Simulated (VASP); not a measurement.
Crystal: Mo.

```
CELL_PARAMETERS angstrom
2.55297 0.00000 0.00000
0.00000 2.55297 0.00000
0.00000 0.00000 2.55297
ATOMIC_POSITIONS crystal
Mo 0.00000 0.00000 0.00000
```

| Quantity | Value |
| --- | --- |
| Program | VASP 6.6.1 |
| Task | relaxation of cell and atoms |
| Functional | r2SCAN |
| Potentials or basis | VASP PAW PBE potentials, release 64 (Mo_sv) |
| Cutoff | 600 eV |
| k mesh | 6 × 6 × 6 |
| Occupations | gaussian, width 0.1 eV |
| Spin | no spin polarisation |

At the start: pressure 9.0 GPa; volume 16.64 Å³/atom.

Problem. How do energy, volume and symmetry change on relaxing?

Solution. Over 3 steps the energy falls by 18.4 meV/atom and the volume is 17.34 Å³/atom (+4.2 %); space group Pm-3m (No. 221, to 0.05 Å).

The path:
```csv
step,energy change (eV),largest force (eV/Å),pressure (GPa),volume (Å³)
1,0.0000,0.0000,9.01,16.64
2,0.0705,0.0000,-15.62,19.00
3,-0.0184,0.0000,-0.28,17.34
```

Final structure:
```
CELL_PARAMETERS angstrom
2.58840 0.00000 0.00000
0.00000 2.58840 0.00000
0.00000 0.00000 2.58840
ATOMIC_POSITIONS crystal
Mo 0.00000 0.00000 0.00000
```

Caveat: the k points lie up to 0.40 Å⁻¹ apart in the final cell; the PAW data sets were made with another functional, which shifts forces and pressure a little.
